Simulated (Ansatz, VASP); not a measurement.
## Two plane-wave programs on SrO

```
Sr O
1.0
     0.01927    2.56980    2.56980
     2.58907    0.00000    2.58907
     2.56980    2.56980    0.01927
Sr O
1 1
Direct
  0.00000 0.00000 0.00000
  0.50000 0.50000 0.50000
```

Change from the starting cell: strain +0.0150 x Voigt [0, 0, 0, 0, 1, 0], atoms carried along.

Alike in both runs: task single point; functional PBE; k mesh 8 × 8 × 8; occupations gaussian, width 0.05 eV; no spin polarisation.

```csv
,VASP,Ansatz
version,VASP 6.6.1,Ansatz 0.2.0
potentials or method,"VASP PAW PBE potentials, release 64 (Sr_sv, O), cutoff 520 eV","scalar-relativistic, plane waves, PAW"
valence electrons in the cell,16,16
```

```tsv
	VASP	Ansatz	Ansatz less VASP
gap on the k mesh at the Fermi level (eV)	3.25	3.30	+0.049
least direct gap on the mesh (eV)	3.33	3.37	+0.038
pressure (GPa)	3.5	2.9	-0.59
traceless stress, the component that is largest in VASP (GPa)	-0.81	-0.81	0.000
```
